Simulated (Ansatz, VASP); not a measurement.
Cd3I2: VASP beside Ansatz

```
Cd I
1.0
     4.42980    0.00000    0.00000
    -2.21490    3.83632    0.00000
     0.00000    0.00000   10.12869
Cd I
3 2
Direct
  0.00000 0.00000 0.00000
  0.33333 0.66667 0.57204
  0.66667 0.33333 0.42796
  0.33333 0.66667 0.17815
  0.66667 0.33333 0.82185
```

Alike in both runs: functional PBE; k mesh 12 × 12 × 4; occupations gaussian, width 0.1 eV; no spin polarisation.

Ansatz relaxed the structure, and its values are those at the end. VASP's run is a single point on that final structure, the one shown.

|  | VASP | Ansatz |
| --- | --- | --- |
| version | VASP 6.6.1 | Ansatz 0.2.0 |
| potentials or method | VASP PAW PBE potentials, release 64 (Cd, I), cutoff 520 eV | scalar-relativistic, plane waves, PAW |
| valence electrons in the cell | 50 | 94 |

```csv
,VASP,Ansatz,Ansatz less VASP
gap on the k mesh at the Fermi level (eV),none,none,-
pressure (GPa),0.1,0.0,-0.09
rms of the force components (eV/Å),0.005,0.001,-0.0048
```

A gap of «none» marks a metal or a gap that the smearing closes. VASP's potentials hold 50 valence electrons a cell and Ansatz's 94, so a difference there can come from the potentials and not from the codes.

Neither program's run includes spin-orbit coupling.
